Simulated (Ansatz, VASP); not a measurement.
**Ti in VASP and in Ansatz**

```
CELL_PARAMETERS angstrom
2.93619 0.00000 0.00000
-1.46809 2.54281 0.00000
0.00000 0.00000 33.81581
ATOMIC_POSITIONS crystal
Ti 0.33333 0.66667 0.17743
Ti 0.66667 0.33333 0.24109
Ti 0.33333 0.66667 0.31288
Ti 0.66667 0.33333 0.37796
```

Alike in both runs: task single point; functional PBE; k mesh 15 × 15 × 1; occupations methfessel-paxton of order 1, width 0.1 eV; no spin polarisation.

|  | VASP | Ansatz |
| --- | --- | --- |
| version | VASP 6.6.1 | Ansatz 0.2.0 |
| potentials or method | VASP PAW PBE potentials, release 64 (Ti_sv), cutoff 400 eV | scalar-relativistic, plane waves, PAW |
| valence electrons in the cell | 48 | 48 |

|  | VASP | Ansatz | Ansatz less VASP |
| --- | --- | --- | --- |
| gap on the k mesh at the Fermi level (eV) | none | none | - |
| rms of the force components (eV/Å) | 0.096 | 0.098 | +0.0013 |

Atom by atom the forces differ by 0.004 eV/Å (rms over components). A gap of «none» marks a metal or a gap that the smearing closes. Ansatz's warnings: xc potential rough in thin density.
